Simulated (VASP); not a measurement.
# KF (Fmmm) in VASP: a series of runs, part 2 of 2

VASP 6.6.1. Earlier steps stand in the parts before.

### Step 5. Single point, LDA (normal strain along x +0.0350, normal strain along z -0.1500)

Input file INCAR:

```
SYSTEM = KF
ALGO = Normal ; EDIFF = 1E-6
ENCUT = 520 ; GGA = CA
ISIF = 2 ; ISMEAR = 0
LASPH = .True. ; LCHARG = .True.
LELF = .True. ; LREAL = .False.
LVHAR = .True. ; LWAVE = .False.
NBANDS = 15 ; NELM = 60
PREC = Accurate ; SIGMA = 0.05
```

Input file KPOINTS:

```
k-points
0
Gamma
  8 8 8
  0 0 0
```

Input file POSCAR:

```
KF
1.0
    0.0000000000      2.5817196783      2.1944617266
    2.6720798670      0.0000000000      2.1944617266
    2.6720798670      2.5817196783      0.0000000000
K F
1 1
Direct
    0.0000000000      0.0000000000      0.0000000000
    0.5000000000      0.5000000000      0.5000000000
```

Potentials or basis: VASP PAW LDA potentials, release 64 (K_sv, F).

Run with:

```sh
cat potpaw_LDA.64/K_sv/POTCAR potpaw_LDA.64/F/POTCAR > POTCAR
mpirun -np 1 vasp_std > vasp.out
```

OUTCAR:

```text
SYSTEM = KF
   EDIFF = 1E-6
   ENCUT = 520
   GGA = CA
   ISIF = 2
   ISMEAR = 0
   LASPH = .True.
   LREAL = .False.
   NELM = 60
   PREC = Accurate

 ion  position               nearest neighbor table
   1  0.000  0.000  0.000-   2 2.19   2 2.19   2 2.58   2 2.58   2 2.67   2 2.67
   2  0.500  0.500  0.500-   1 2.19   1 2.19   1 2.58   1 2.58   1 2.67   1 2.67

  LATTYP: Found a face centered orthorhombic cell.
 ALAT       =     4.3889234532
 B/A-ratio  =     1.1764705882
 C/A-ratio  =     1.2176470588

  Lattice vectors:

[... 612 lines left out ...]
     11       9.9976      0.00000
     12      11.0225      0.00000
     13      11.8718      0.00000
     14      13.4609      0.00000
     15      17.0874      0.00000

 [... further k-points ...]
[... 5 lines left out ...]
  --------------------------------------------------------------------------------------
  -------------------------------------------------------------------------------------
  Total        0.0662381      0.6497554      8.0159870      0.0000000      0.0000000      0.0000000
  in kB        3.5051122     34.3830156    424.1808521      0.0000000      0.0000000      0.0000000
  external PRESSURE =     154.0229933 kB  Pullay stress =       0.0000000 kB

 VOLUME and BASIS-vectors are now :
 -----------------------------------------------------------------------------
  energy-cutoff  :      520.00
  volume of cell :       30.28
      direct lattice vectors                 reciprocal lattice vectors
     0.000000000  2.581719678  2.194461727    -0.187120155  0.193669361  0.227846307
     2.672079867  0.000000000  2.194461727     0.187120155 -0.193669361  0.227846307
     2.672079867  2.581719678  0.000000000     0.187120155  0.193669361 -0.227846307

 POSITION                                       TOTAL-FORCE (eV/Angst)
 -----------------------------------------------------------------------------------
      0.00000      0.00000      0.00000         0.000000      0.000000     -0.000000
      2.67208      2.58172      2.19446         0.000000      0.000000      0.000000
 -----------------------------------------------------------------------------------
    total drift:                                0.000000      0.000000      0.000000

  FREE ENERGIE OF THE ION-ELECTRON SYSTEM (eV)
  ---------------------------------------------------
  free  energy   TOTEN  =        -8.5595033871 eV

  energy  without entropy=       -8.5595033871  energy(sigma->0) =       -8.55950339
```

OSZICAR:

```text
N       E                     dE             d eps       ncg     rms          rms(c)
DAV:   1     0.120847068493E+03    0.12085E+03   -0.84430E+03  2850   0.108E+03
DAV:   2    -0.513958189554E+01   -0.12599E+03   -0.11022E+03  3588   0.300E+02
DAV:   3    -0.969606423476E+01   -0.45565E+01   -0.45306E+01  3702   0.536E+01
DAV:   4    -0.981018810241E+01   -0.11412E+00   -0.11410E+00  3784   0.827E+00
DAV:   5    -0.981316403142E+01   -0.29759E-02   -0.29759E-02  3882   0.101E+00    0.868E+00
DAV:   6    -0.862149513973E+01    0.11917E+01   -0.30770E+00  3106   0.190E+01    0.792E+00
DAV:   7    -0.858266203526E+01    0.38833E-01   -0.82391E-02  3712   0.246E+00    0.469E+00
DAV:   8    -0.855940446777E+01    0.23258E-01   -0.40777E-02  3683   0.207E+00    0.224E-01
DAV:   9    -0.855941080648E+01   -0.63387E-05   -0.31784E-03  3537   0.463E-01    0.889E-02
DAV:  10    -0.855951643091E+01   -0.10562E-03   -0.30380E-04  3614   0.190E-01    0.276E-02
DAV:  11    -0.855950353995E+01    0.12891E-04   -0.24993E-05  3872   0.576E-02    0.100E-02
DAV:  12    -0.855950338713E+01    0.15283E-06   -0.17693E-06  3381   0.153E-02
   1 F= -.85595034E+01 E0= -.85595034E+01  d E =-.142931E-13
```

stdout:

```text
POSCAR found type information on POSCAR K F
 POSCAR found :  2 types and       2 ions
 scaLAPACK will be used
 LDA part: xc-table for (Slater(with rela. corr.)+CA(PZ))
 , standard interpolation
 POSCAR, INCAR and KPOINTS ok, starting setup
 FFT: planning ... GRIDC
 FFT: planning ... GRID_SOFT
 FFT: planning ... GRID
 WAVECAR not read
 entering main loop
```

Run time: 17 s. Hardware: 1 thread of Intel Xeon 6975P-C (Granite Rapids), shared host; peak memory 0.16 GiB.

Results:

```
Free energy            : -8.5595 eV
Pressure               : 15.4 GPa
Band gap on the k mesh : 5.81 eV, indirect (least direct gap 5.96 eV)
```

Stress tensor (GPa, compression positive):
```
 0.35  0.00  0.00
 0.00  3.44  0.00
 0.00  0.00 42.42
```

Caveat: the cell differs from its parent crystal (normal strain along x +0.0350, normal strain along z -0.1500). A k mesh can miss the band edges.

### Step 6. Single point, LDA (normal strain along x -0.0350, normal strain along z -0.0750)

Input file INCAR:

```
SYSTEM = KF
PREC = Accurate ; ENCUT = 520
EDIFF = 1E-6 ; ISMEAR = 0
SIGMA = 0.05 ; LREAL = .False.
LASPH = .True. ; NELM = 100
ALGO = Normal ; ISIF = 2
LWAVE = .False. ; LCHARG = .False.
GGA = CA ; NBANDS = 15
```

Input file KPOINTS:

```
Automatic mesh
0
Gamma
  8 8 8
  0 0 0
```

Input file POSCAR:

```
KF
1.0
    0.0000000000      2.5817196783      2.3880907024
    2.4913594896      0.0000000000      2.3880907024
    2.4913594896      2.5817196783      0.0000000000
K F
1 1
Direct
    0.0000000000      0.0000000000      0.0000000000
    0.5000000000      0.5000000000      0.5000000000
```

Potentials or basis: VASP PAW LDA potentials, release 64 (K_sv, F).

Run with:

```sh
cat potpaw_LDA.64/K_sv/POTCAR potpaw_LDA.64/F/POTCAR > POTCAR
mpirun -np 1 vasp_std > vasp.out
```

Run time: 18 s. Hardware: 1 thread of Intel Xeon 6975P-C (Granite Rapids), shared host; peak memory 0.16 GiB.

It converged, with:

| Quantity | Value |
| --- | --- |
| Free energy | -8.9475 eV |
| Pressure | 7.9 GPa |
| Band gap on the k mesh | 6.75 eV, indirect (least direct gap 6.81 eV) |

Stress tensor (GPa, compression positive):
```
 6.84  0.00  0.00
 0.00  2.49  0.00
 0.00  0.00 14.34
```

Levels at points of the mesh, in eV from the valence-band top:
```tsv
k point	band 4	band 5	band 6	band 7	band 8	band 9	band 10	band 11	band 12	band 13
(0.00, 0.00, 0.00)	-8.61	-8.60	-0.36	-0.26	-0.07	6.75	10.54	10.81	11.12	12.50
(0.50, 0.00, 0.00)	-8.72	-8.60	-1.38	-0.87	-0.86	9.40	11.65	12.56	13.03	15.47
(0.50, 0.50, 0.00)	-9.18	-9.07	-0.33	-0.19	-0.02	7.55	11.20	13.31	14.52	15.18
(0.50, 0.00, 0.50)	-9.09	-8.94	-0.40	-0.25	-0.03	7.87	11.17	12.62	14.53	15.22
(0.00, 0.50, 0.50)	-9.21	-8.95	-0.36	-0.25	0.00	7.75	11.11	12.94	14.52	15.00
```

Caveat: the cell differs from its parent crystal (normal strain along x -0.0350, normal strain along z -0.0750).

### Step 7. Overview

| cell | gap on the mesh (eV) | pressure (GPa) |
| --- | --- | --- |
| a = 3.934, b = 3.964, c = 3.683 Å, angles 61.8, 62.6, 55.6°, 2 atoms | 5.40 | -3.4 |
| a = 3.790, b = 3.760, c = 3.619 Å, angles 61.8, 60.9, 57.3°, 2 atoms | 5.92 | -1.3 |
| a = 3.720, b = 3.783, c = 3.716 Å, angles 59.5, 61.2, 59.4°, 2 atoms | 5.90 | -2.4 |
| a = 3.388, b = 3.458, c = 3.716 Å, angles 56.2, 58.0, 65.7°, 2 atoms | 5.81 | 15.4 |
| a = 3.517, b = 3.451, c = 3.588 Å, angles 59.9, 58.1, 62.0°, 2 atoms | 6.75 | 7.9 |

Alike in all rows: task single point; level LDA; potentials or basis VASP PAW LDA potentials, release 64 (K_sv, F); no spin polarisation; k mesh 8 × 8 × 8; cutoff (eV) 520; smearing gaussian 0.05 eV.

Absolute energies hang on the potentials; compare differences alone.
